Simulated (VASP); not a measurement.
Write the native input for VASP 6.6.1 that does the following.

```
Task                   : single point
Functional             : r2SCAN
Potentials or basis    : VASP PAW PBE potentials, release 64 (Hf_pv)
Cutoff                 : 520 eV
k mesh                 : 11 × 11 × 11
Occupations            : methfessel-paxton, width 0.1 eV
Spin                   : no spin polarisation
Dipole correction      : no
Further INCAR settings : ALGO = Normal; EDIFF = 1e-06; NBANDS = 11
```

The system is Hf.

```xyz
1
Lattice="0.0000 2.2051 2.2051 2.2051 0.0000 2.2051 2.2051 2.2051 0.0000" Properties=species:S:1:pos:R:3 pbc="T T T"
Hf    0.0000    0.0000    0.0000
```

One way to write it, as run:

POSCAR

```
Hf
1.0
    0.0000000000      2.2051002222      2.2051002222
    2.2051002222      0.0000000000      2.2051002222
    2.2051002222      2.2051002222      0.0000000000
Hf
1
Direct
    0.0000000000      0.0000000000      0.0000000000
```

INCAR.step1

```
PREC     = Accurate       # precision mode
ENCUT    = 520            # plane-wave cutoff, eV
ISMEAR   = 1              # smearing method
SIGMA    = 0.1            # smearing width, eV
LREAL    = False          # projectors in reciprocal space
LASPH    = True           # aspherical terms in the spheres
NELM     = 100            # most SCF steps
NBANDS   = 11             # bands
GGA      = PE             # functional
ALGO     = Normal         # electronic algorithm
EDIFF    = 1E-4           # SCF threshold, eV
LWAVE    = True           # write WAVECAR
LCHARG   = False          # write CHGCAR
```

INCAR.step2

```
PREC     = Accurate       # precision mode
ENCUT    = 520            # plane-wave cutoff, eV
EDIFF    = 1E-6           # SCF threshold, eV
ISMEAR   = 1              # smearing method
SIGMA    = 0.1            # smearing width, eV
LREAL    = False          # projectors in reciprocal space
LASPH    = True           # aspherical terms in the spheres
NELM     = 100            # most SCF steps
ALGO     = Normal         # electronic algorithm
ISIF     = 2              # what is computed and relaxed
LWAVE    = False          # write WAVECAR
LCHARG   = True           # write CHGCAR
METAGGA  = R2SCAN         # meta-GGA
LMIXTAU  = True         
LELF     = True           # ELF
LVHAR    = True         
NBANDS   = 11             # bands
ISTART   = 1
```

KPOINTS

```
regular mesh
0
Gamma
  11 11 11
```

Potentials or basis: VASP PAW PBE potentials, release 64 (Hf_pv).

The run is started by

```sh
$ cat potpaw_PBE.64/Hf_pv/POTCAR > POTCAR
$ cp INCAR.step1 INCAR
$ mpirun -np 1 vasp_std > vasp.out
$ cp INCAR.step2 INCAR
$ mpirun -np 1 vasp_std > vasp.out
```

Results of the run:

```yaml
Pressure: 4.3 GPa
Band_gap_on_the_k_mesh: zero (band 5 reaches 6.53 eV, above the bottom of band 6 at 4.59 eV)
```

Caveat: the PAW data sets were made with another functional, which shifts forces and pressure a little; spin-orbit coupling is left out, which moves the levels of the heavy elements.

Wall time 16 s on 1 thread of Intel(R) Xeon(R) 6975P-C (Granite Rapids), on a shared host, peak memory 0.15 GiB.
